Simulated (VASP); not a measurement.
# MgI2 in VASP: notebook

MgI2 is run at these levels: PBE; tasks: single point.

Everything below comes from runs of VASP 6.6.1. Logs are shortened: lines on timing, memory, paths and dates and some standing lists are left out, and cuts for length are marked.

## (1) The cell of the first run

The cell holds a sheet with vacuum, 3 atoms: a = 4.206 Å, b = 4.206 Å, c = 30.453 Å, α = 90.00°, β = 90.00°, γ = 120.00°.

## (2) Single point, PBE

Input file INCAR:

```
  PREC = Accurate
  ENCUT = 520
  EDIFF = 1E-6
  ISMEAR = 0
  SIGMA = 0.01
  LREAL = False
  LASPH = True
  NELM = 100
  ALGO = Normal
  ISIF = 2
  LWAVE = False
  LCHARG = True
  LDIPOL = True
  IDIPOL = 3
  DIPOL = 0.5 0.5 0.296
  GGA = PE
  LELF = True
  LVHAR = True
  LVACPOTAV = True
  NBANDS = 15
```

Input file KPOINTS:

```
regular mesh
0
Gamma
  6 6 1
```

Input file POSCAR:

```
MgI2
1.0
    4.2059005804      0.0000000000      0.0000000000
   -2.1029502902      3.6424167484      0.0000000000
    0.0000000000      0.0000000000     30.4525717600
Mg I
1 2
Direct
    0.0000000000      0.0000000000      0.2955415415
    0.3333333333      0.6666666667      0.2405967769
    0.6666666667      0.3333333333      0.3504863061
```

Potentials or basis: VASP PAW PBE potentials, release 64 (Mg, I).

Started as:

```bash
cat potpaw_PBE.64/Mg/POTCAR potpaw_PBE.64/I/POTCAR > POTCAR
mpirun -np 1 vasp_std > vasp.out
```

OUTCAR:

```text
PREC = Accurate
   ENCUT = 520
   EDIFF = 1E-6
   ISMEAR = 0
   LREAL = False
   LASPH = True
   NELM = 100
   ISIF = 2
   GGA = PE

 ion  position               nearest neighbor table
   1  0.000  0.000  0.296-   2 2.95   3 2.95   2 2.95   3 2.95   3 2.95   2 2.95
   2  0.333  0.667  0.241-   1 2.95   1 2.95   1 2.95
   3  0.667  0.333  0.350-   1 2.95   1 2.95   1 2.95

  LATTYP: Found a hexagonal cell.
 ALAT       =     4.2059005804
 C/A-ratio  =     7.2404402286

  Lattice vectors:

 A1 = (   4.2059005804,   0.0000000000,   0.0000000000)
 A2 = (  -2.1029502902,   3.6424167484,   0.0000000000)
 A3 = (   0.0000000000,   0.0000000000,  30.4525717600)

Analysis of symmetry for initial positions (statically):
=====================================================================
 Subroutine PRICEL returns:
 Original cell was already a primitive cell.

 Routine SETGRP: Setting up the symmetry group for a
 hexagonal supercell.

 Subroutine GETGRP returns: Found 12 space group operations
 (whereof  6 operations were pure point group operations)
 out of a pool of 24 trial point group operations.

The static configuration has the point symmetry C_3v.
 The point group associated with its full space group is D_3d.

Analysis of symmetry for dynamics (positions and initial velocities):
=====================================================================
 Subroutine PRICEL returns:
 Original cell was already a primitive cell.

 Routine SETGRP: Setting up the symmetry group for a
 hexagonal supercell.

 Subroutine GETGRP returns: Found 12 space group operations
 (whereof  6 operations were pure point group operations)
 out of a pool of 24 trial point group operations.

The dynamic configuration has the point symmetry C_3v.
 The point group associated with its full space group is D_3d.

 Subroutine INISYM returns: Found 12 space group operations
 (whereof  6 operations are pure point group operations),
 and found     1 'primitive' translations

----------------------------------------------------------------------------------------

                                     Primitive cell

  volume of cell :     466.5225

  direct lattice vectors                    reciprocal lattice vectors
     4.205900580  0.000000000  0.000000000     0.237761207  0.137271497  0.000000000
    -2.102950290  3.642416748  0.000000000     0.000000000  0.274542994  0.000000000
     0.000000000  0.000000000 30.452571760     0.000000000  0.000000000  0.032837949

  length of vectors
[... 84 lines left out ...]
   IMIX   =      4    mixing-type and parameters
     AMIX     =   0.40;   BMIX     =  1.00
     AMIX_MAG =   1.60;   BMIX_MAG =  1.00
  volume/ion in A,a.u.               =     155.51      1049.42
  Fermi-wavevector in a.u.,A,eV,Ry     =   0.531893  1.005131  3.849221  0.282910
  Thomas-Fermi vector in A             =   1.555127
   LORBIT       =      0    0 simple, 1 ext, 2 COOP (PROOUT), +10 PAW based schemes
   GGA     = PE    functional components
   LHFCALC =     F    Hartree Fock is set to
   AEXX    =    0.0000 exact exchange contribution
   IVDW    =     0    specifies the selected vdW correction
   LEPSILON=     F    determine dielectric tensor
   LRPA    =     F    only Hartree local field effects (RPA)
 non-spin polarized calculation
 Gauss-broadening in eV      SIGMA  =   0.01
  energy-cutoff  :      520.00
  volume of cell :      466.52
 maximum number of plane-waves:     12575
 NGX is ok and might be reduce to    32
   NGX = 15   NGY = 15   NGZ =113

 dipolmoment           0.000000      0.000000      0.000000 electrons x Angstroem

 number of electron      15.9999998 magnetization

 dipolmoment           0.000000      0.000000     -0.000001 electrons x Angstroem

 Free energy of the ion-electron system (eV)
  ---------------------------------------------------
  ext. energy  EPLUGINS =         0.00000000
  ---------------------------------------------------
  free energy    TOTEN  =        -7.73246422 eV

  energy without entropy =       -7.73246422  energy(sigma->0) =       -7.73246422

 E-fermi :  -4.5212     XC(G=0):  -2.1556

 val. band max:       -4.5733225725   @ k =   0.0000   0.0000   0.0000
 cond. band min:      -0.9325514757   @ k =   0.5000   0.0000   0.0000
 fundamental gap:      3.6407710968
 Fermi energy:        -4.5212460936

 k-point     1 :       0.0000    0.0000    0.0000
  band No.  band energies     occupation
      1     -16.3048      2.00000
      2     -15.7993      2.00000
      3      -7.4260      2.00000
      4      -5.1398      2.00000
      5      -4.8420      2.00000
      6      -4.8420      2.00000
      7      -4.5733      2.00000
      8      -4.5733      2.00000
      9      -0.5969      0.00000
     10       0.3221      0.00000
     11       1.4918      0.00000
     12       1.5396      0.00000
     13       1.9750      0.00000
     14       2.1080      0.00000
[... 95 lines left out ...]
      2     -15.5649      2.00000
      3      -7.5719      2.00000
      4      -6.8752      2.00000
      5      -6.8752      2.00000
      6      -6.3713      2.00000
      7      -5.2472      2.00000
      8      -5.2472      2.00000
      9      -0.1386      0.00000
     10       1.9386      0.00000
     11       1.9386      0.00000
     12       3.3445      0.00000
     13       3.5045      0.00000
     14       3.7798      0.00000
     15       3.7798      0.00000

------------------------ aborting loop because EDIFF is reached ----------------------------------------

  FORCE on cell =-STRESS in cart. coord.  units (eV):
  Direction    XX          YY          ZZ          XY          YZ          ZX
  --------------------------------------------------------------------------------------
  -------------------------------------------------------------------------------------
  Total       -0.0371722     -0.0371722     -0.0333874     -0.0000000      0.0000000      0.0000000
  in kB       -0.1276603     -0.1276603     -0.1146621     -0.0000000      0.0000000      0.0000000
  external PRESSURE =      -0.1233276 kB  Pullay stress =       0.0000000 kB

 VOLUME and BASIS-vectors are now :
 -----------------------------------------------------------------------------
  energy-cutoff  :      520.00
  volume of cell :      466.52
      direct lattice vectors                 reciprocal lattice vectors
     4.205900580  0.000000000  0.000000000     0.237761207  0.137271497  0.000000000
    -2.102950290  3.642416748  0.000000000     0.000000000  0.274542994  0.000000000
     0.000000000  0.000000000 30.452571760     0.000000000  0.000000000  0.032837949

 POSITION                                       TOTAL-FORCE (eV/Angst)
 -----------------------------------------------------------------------------------
      0.00000      0.00000      9.00000         0.000000      0.000000     -0.000000
     -0.00000      2.42828      7.32679        -0.000000     -0.000000      0.009484
      2.10295      1.21414     10.67321        -0.000000      0.000000     -0.009484
 -----------------------------------------------------------------------------------
    total drift:                                0.000000     -0.000000      0.000003

  FREE ENERGIE OF THE ION-ELECTRON SYSTEM (eV)
  ---------------------------------------------------
  free  energy   TOTEN  =        -7.7324642154 eV

  energy  without entropy=       -7.7324642154  energy(sigma->0) =       -7.73246422

 vacuum level on the upper side and lower side of the slab         1.897         1.897
```

stdout:

```text
POSCAR found type information on POSCAR MgI
 POSCAR found :  2 types and       3 ions
 scaLAPACK will be used
 LDA part: xc-table for (Slater+PW92), standard interpolation
 POSCAR, INCAR and KPOINTS ok, starting setup
 FFT: planning ... GRIDC
 FFT: planning ... GRID_SOFT
 FFT: planning ... GRID
 WAVECAR not read
 entering main loop
 -----------------------------------------------------------------------------
|                                                                             |
|           W    W    AA    RRRRR   N    N  II  N    N   GGGG   !!!           |
|           W    W   A  A   R    R  NN   N  II  NN   N  G    G  !!!           |
|           W    W  A    A  R    R  N N  N  II  N N  N  G       !!!           |
|           W WW W  AAAAAA  RRRRR   N  N N  II  N  N N  G  GGG   !            |
|           WW  WW  A    A  R   R   N   NN  II  N   NN  G    G                |
|           W    W  A    A  R    R  N    N  II  N    N   GGGG   !!!           |
|                                                                             |
|     Did not find any points to average over, which means that no vacuum     |
|     field-free region was found. Please increase the size of  your cell     |
|     in the dimension of the dipole correction to obtain accurate            |
|     workfunction values.                                                    |
|                                                                             |
 -----------------------------------------------------------------------------
```

Run time: 70 s. Hardware: 1 thread of Intel Xeon Platinum 8488C (Sapphire Rapids), shared host; peak memory 0.54 GiB.

What came out:

```
Free energy            : -7.7325 eV
Largest force          : 0.009 eV/Å
Band gap on the k mesh : 3.64 eV (least direct gap 3.98 eV)
```

Forces in eV/Å, atoms in the order of the input:
```
Mg   0.000  0.000  0.000
I    0.000  0.000  0.009
I    0.000  0.000 -0.009
```

Caveat: spin-orbit coupling is left out, which moves the levels of the heavy elements.

## (3) Single point, PBE

Input file INCAR:

```
ALGO = Normal
DIPOL = 0.5 0.5 0.296
EDIFF = 1E-7
ENCUT = 520
GGA = PE
IDIPOL = 3
ISIF = 2
ISMEAR = 0
LASPH = T
LCHARG = F
LDIPOL = T
LREAL = F
LWAVE = F
NBANDS = 15
NELM = 80
PREC = Accurate
SIGMA = 0.01
```

Input file KPOINTS:

```
k-points
0
Gamma
  6 6 1
```

Input file POSCAR:

```
MgI2
1.0
    4.2055852931      0.0000000000      0.0000000000
   -2.1027926466      3.6421437016      0.0000000000
    0.0000000000      0.0000000000     30.4525717600
Mg I
1 2
Direct
    0.0000000000      0.0000000000      0.2955415415
    0.3333333333      0.6666666667      0.2405903474
    0.6666666667      0.3333333333      0.3504927355
```

Potentials or basis: VASP PAW PBE potentials, release 64 (Mg, I).

Started as:

```bash
cat potpaw_PBE.64/Mg/POTCAR potpaw_PBE.64/I/POTCAR > POTCAR
mpirun -np 1 vasp_std > vasp.out
```

Wall time 78 s (1 thread of Intel Xeon Platinum 8488C (Sapphire Rapids), shared host); peak memory 0.55 GiB.

Results (log left out):

- Free energy: -7.7325 eV
- Largest force: 0.010 eV/Å
- Band gap on the k mesh: 3.64 eV (least direct gap 3.98 eV)

Forces on the atoms (eV/Å):
```
Mg   0.000  0.000  0.000
I    0.000  0.000  0.010
I    0.000  0.000 -0.010
```

Levels at points of the mesh, in eV from the valence-band top:
| k point | band 4 | band 5 | band 6 | band 7 | band 8 | band 9 | band 10 | band 11 | band 12 | band 13 |
| --- | --- | --- | --- | --- | --- | --- | --- | --- | --- | --- |
| (0.00, 0.00, 0.00) | -0.57 | -0.27 | -0.27 | 0.00 | 0.00 | 3.98 | 4.90 | 6.08 | 6.13 | 6.57 |
| (0.50, 0.00, 0.00) | -2.72 | -1.26 | -1.12 | -0.62 | -0.41 | 3.64 | 5.50 | 5.78 | 6.66 | 7.42 |

Caveat: spin-orbit coupling is left out, which moves the levels of the heavy elements.

## (4) Single point, PBE

This run uses another cell than the first one: it holds 6 atoms, not 3.

Input file INCAR:

```
SYSTEM = MgI2
ALGO = Normal ; DIPOL = 0.5 0.5 0.296
EDIFF = 1E-6 ; ENCUT = 520
GGA = PE ; IDIPOL = 3
ISIF = 2 ; ISMEAR = 0
LASPH = .TRUE. ; LCHARG = .TRUE.
LDIPOL = .TRUE. ; LELF = .TRUE.
LREAL = .FALSE. ; LVACPOTAV = .TRUE.
LVHAR = .TRUE. ; LWAVE = .FALSE.
NBANDS = 25 ; NELM = 80
PREC = Accurate ; SIGMA = 0.1
```

Input file KPOINTS:

```
k-points
0
G
  4 4 1
  0 0 0
```

Input file POSCAR:

```
MgI2
1.0
    8.4111705863      0.0000000000      0.0000000000
   -2.1027926466      3.6421437016      0.0000000000
    0.0000000000      0.0000000000     30.4525717600
Mg I
2 4
Direct
    0.0000000000      0.0000000000      0.2955415415
    0.5000000000      0.0000000000      0.2955415415
    0.1666666667      0.6666666667      0.2405903474
    0.6666666667      0.6666666667      0.2405903474
    0.3333333333      0.3333333333      0.3504927355
    0.8333333333      0.3333333333      0.3504927355
```

Started as:

```bash
cat potpaw_PBE.64/Mg/POTCAR potpaw_PBE.64/I/POTCAR > POTCAR
mpirun -np 1 vasp_std > vasp.out
```

It took 5.5 min on 1 thread of Intel Xeon Platinum 8488C (Sapphire Rapids), shared host; peak memory 0.97 GiB.

It converged, with:

```
Free energy            : -15.4526 eV
Largest force          : 0.012 eV/Å
Band gap on the k mesh : 3.64 eV
```

Forces in eV/Å, atoms in the order of the input:
```
Mg   0.000  0.000  0.000
Mg   0.000  0.000  0.000
I    0.002  0.001  0.012
I    0.002  0.001  0.012
I   -0.002 -0.001 -0.012
I   -0.002 -0.001 -0.012
```

Levels at points of the mesh, in eV from the valence-band top:
```
           k point  band 14  band 15  band 16  band 17  band 18  band 19
(0.00, 0.00, 0.00)    -0.27     0.00     0.00     3.64     3.98     4.89
(0.50, 0.00, 0.00)    -0.45    -0.18    -0.18     4.46     4.46     5.53
(0.00, 0.50, 0.00)    -0.62    -0.41    -0.41     3.64     3.64     5.49
(0.50, 0.50, 0.00)    -0.91    -0.45    -0.45     4.49     4.49     6.12
```

Caveat: spin-orbit coupling is left out, which moves the levels of the heavy elements.

## (5) Single point, PBE

This run uses another cell than the first one: it holds 6 atoms, not 3.

Input file INCAR:

```
  ALGO = Normal
  DIPOL = 0.5 0.5 0.296
  EDIFF = 1E-6
  ENCUT = 520
  GGA = PE
  IDIPOL = 3
  ISIF = 2
  ISMEAR = 0
  LASPH = True
  LCHARG = False
  LDIPOL = True
  LREAL = False
  LWAVE = False
  NBANDS = 25
  NELM = 100
  PREC = Accurate
  SIGMA = 0.1
```

Input file KPOINTS:

```
k-points
0
Gamma
  4 4 1
```

Input file POSCAR:

```
MgI2
1.0
    8.4032541161     -0.0167627800      0.0000000000
   -2.1082133932      3.6550771450      0.0000000000
    0.0000000000      0.0000000000     30.4525717600
Mg I
2 4
Direct
   -0.0000459528      0.0000105477      0.2955636937
    0.4998105723     -0.0008899473      0.2954845712
    0.1669836509      0.6670645922      0.2405678734
    0.6670695068      0.6666675988      0.2406306026
    0.3330892523      0.3330415415      0.3504491997
    0.8330929704      0.3341056673      0.3505533081
```

Started as:

```bash
cat potpaw_PBE.64/Mg/POTCAR potpaw_PBE.64/I/POTCAR > POTCAR
mpirun -np 1 vasp_std > vasp.out
```

Wall time 5.2 min (1 thread of Intel Xeon Platinum 8488C (Sapphire Rapids), shared host); peak memory 0.99 GiB.

Results (log left out):

* Free energy: -15.4528 eV
* Largest force: 0.025 eV/Å
* Band gap on the k mesh: 3.62 eV

Forces on the atoms (eV/Å):
```
Mg  -0.001  0.004  0.003
Mg   0.002  0.006  0.007
I   -0.003 -0.003  0.016
I   -0.002  0.001  0.012
I    0.001  0.000 -0.015
I    0.003 -0.007 -0.024
```

Levels at points of the mesh, in eV from the valence-band top:
```csv
k point,band 13,band 14,band 15,band 16,band 17,band 18,band 19,band 20
"(0.00, 0.00, 0.00)",-0.29,-0.27,-0.01,0.00,3.62,3.96,4.89,5.47
"(0.50, 0.00, 0.00)",-0.45,-0.45,-0.20,-0.20,4.44,4.45,5.51,5.51
"(0.00, 0.50, 0.00)",-0.63,-0.62,-0.41,-0.40,3.64,3.64,5.49,5.50
"(0.50, 0.50, 0.00)",-0.92,-0.92,-0.45,-0.45,4.49,4.50,6.11,6.12
```

Caveat: spin-orbit coupling is left out, which moves the levels of the heavy elements.

## (6) Summary

```csv
cell,k mesh,smearing,gap on the mesh (eV),largest force (eV/Å)
"a = 4.206, b = 4.206, c = 30.453 Å, angles 90.0, 90.0, 120.0°, 3 atoms, atomic positions A",6 × 6 × 1,gaussian 0.01 eV,3.64,0.01
"a = 8.411, b = 4.206, c = 30.453 Å, angles 90.0, 90.0, 120.0°, 6 atoms, atomic positions B",4 × 4 × 1,gaussian 0.1 eV,3.64,0.01
"a = 8.403, b = 4.219, c = 30.453 Å, angles 90.0, 90.0, 120.1°, 6 atoms, atomic positions C",4 × 4 × 1,gaussian 0.1 eV,3.62,0.02
```

Alike in all rows: task single point; level PBE; potentials or basis VASP PAW PBE potentials, release 64 (Mg, I); no spin polarisation; cutoff (eV) 520.

Caveats: spin-orbit coupling is left out, which moves the levels of the heavy elements.

Total energies depend on the potentials used, so only differences within one code and one set of settings carry meaning.
